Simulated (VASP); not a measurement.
Input of a VASP 6.6.1 run:

The input INCAR:

```
SYSTEM = LiF
PREC     = Accurate       ! precision mode
ENCUT    = 520            ! plane-wave cutoff, eV
EDIFF    = 1E-7           ! SCF threshold, eV
ISMEAR   = -1             ! smearing method
SIGMA    = 0.05           ! smearing width, eV
LREAL    = .FALSE.        ! projectors in reciprocal space
LASPH    = .TRUE.         ! aspherical terms in the spheres
NELM     = 80             ! most SCF steps
ALGO     = Normal         ! electronic algorithm
ISIF     = 2              ! what is computed and relaxed
LWAVE    = .FALSE.        ! write WAVECAR
LCHARG   = .FALSE.        ! write CHGCAR
GGA      = PS             ! functional
NBANDS   = 12             ! bands
```

File KPOINTS:

```
regular mesh
0
G
  16 16 16
  0 0 0
```

File POSCAR:

```
LiF
1.0
    0.0000000000      2.0039699849      2.0039699849
    2.0039699849      0.0000000000      2.0039699849
    2.0039699849      2.0039699849      0.0000000000
Li F
1 1
Direct
    0.0000000000      0.0000000000      0.0000000000
    0.5000000000      0.5000000000      0.5000000000
```

Potentials or basis: VASP PAW PBE potentials, release 64 (Li_sv, F).

Launch:

```sh
$ cat potpaw_PBE.64/Li_sv/POTCAR potpaw_PBE.64/F/POTCAR > POTCAR
$ mpirun -np 1 vasp_std > vasp.out
```

Problem. What does it give for the band gap on the k mesh?

Solution. 9.05 eV, indirect (the least direct gap lies 1.0 meV higher).

 A k mesh can miss the band edges.
